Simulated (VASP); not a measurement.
The system is Sb.

```
CELL_PARAMETERS angstrom
-4.10905 4.10905 2.06521
4.10905 -4.10905 2.06521
4.10905 4.10905 -2.06521
ATOMIC_POSITIONS crystal
Sb 0.65126 0.15126 0.80253
Sb 0.15126 0.34874 0.50000
Sb 0.34874 0.84874 0.19747
Sb 0.84874 0.65126 0.50000
```

Base run:

* Program: VASP 6.6.1
* Functional: PBE
* Potentials or basis: VASP PAW PBE potentials, release 64 (Sb)
* Cutoff: 520 eV
* k mesh: 7 × 7 × 7
* Occupations: fermi-dirac, width 0.05 eV
* Spin: no spin polarisation

Its results: band gap on the k mesh zero (band 10 reaches 6.11 eV, above the bottom of band 11 at 4.60 eV); pressure -1.2 GPa; largest force 0.086 eV/Å.

Problem. The run is repeated on the same cell with these changes: functional from PBE to LDA; potentials or basis from VASP PAW PBE potentials, release 64 (Sb) to VASP PAW LDA potentials, release 64 (Sb). What comes out?

Solution. Band gap on the k mesh zero (band 10 reaches 5.93 eV, above the bottom of band 11 at 4.43 eV); pressure -4.1 GPa; largest force 0.125 eV/Å.

Caveats: spin-orbit coupling is left out, which moves the levels of the heavy elements.
